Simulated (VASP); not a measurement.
Here is a VASP 6.6.1 calculation.

Contents of INCAR:

```
SYSTEM = B6Pd
  PREC = Accurate
  ENCUT = 520
  EDIFF = 1E-6
  ISMEAR = 0
  SIGMA = 0.1
  LREAL = .False.
  LASPH = .True.
  NELM = 100
  ALGO = Normal
  ISIF = 2
  LWAVE = .False.
  LCHARG = .False.
  GGA = PE
  NBANDS = 23
```

Contents of KPOINTS:

```
Automatic mesh
0
Gamma
  6 6 6
  0 0 0
```

POSCAR

```
B6Pd
1.0
    0.0000000000      2.9848407400      2.9848407400
    2.9848407400      0.0000000000      2.9848407400
    2.9848407400      2.9848407400      0.0000000000
B Pd
6 1
Direct
    0.2961715200      0.7038284800      0.7038284800
    0.7038284800      0.2961715200      0.2961715200
    0.7038284800      0.2961715200      0.7038284800
    0.2961715200      0.7038284800      0.2961715200
    0.7038284800      0.7038284800      0.2961715200
    0.2961715200      0.2961715200      0.7038284800
    0.0000000000      0.0000000000      0.0000000000
```

Potentials or basis: VASP PAW PBE potentials, release 64 (B, Pd).

Launch:

```console
$ cat potpaw_PBE.64/B/POTCAR potpaw_PBE.64/Pd/POTCAR > POTCAR
$ mpirun -np 1 vasp_std > vasp.out
```

Predict the pressure.

107.7 GPa.

What does it give for the band gap on the k mesh?

Zero (bands 14 and 15 overlap by 1.05 eV).

What does it give for the largest force?

7.191 eV/Å.

Forces on the atoms (eV/Å):
```
B   -7.191  0.000  0.000
B    7.191  0.000  0.000
B    0.000 -7.191  0.000
B    0.000  7.191  0.000
B    0.000  0.000 -7.191
B    0.000  0.000  7.191
Pd   0.000  0.000  0.000
```

Caveat: the cell stands under pressure; forces of over 1 eV/Å act on the atoms, so gaps and moduli don't describe the material at rest.
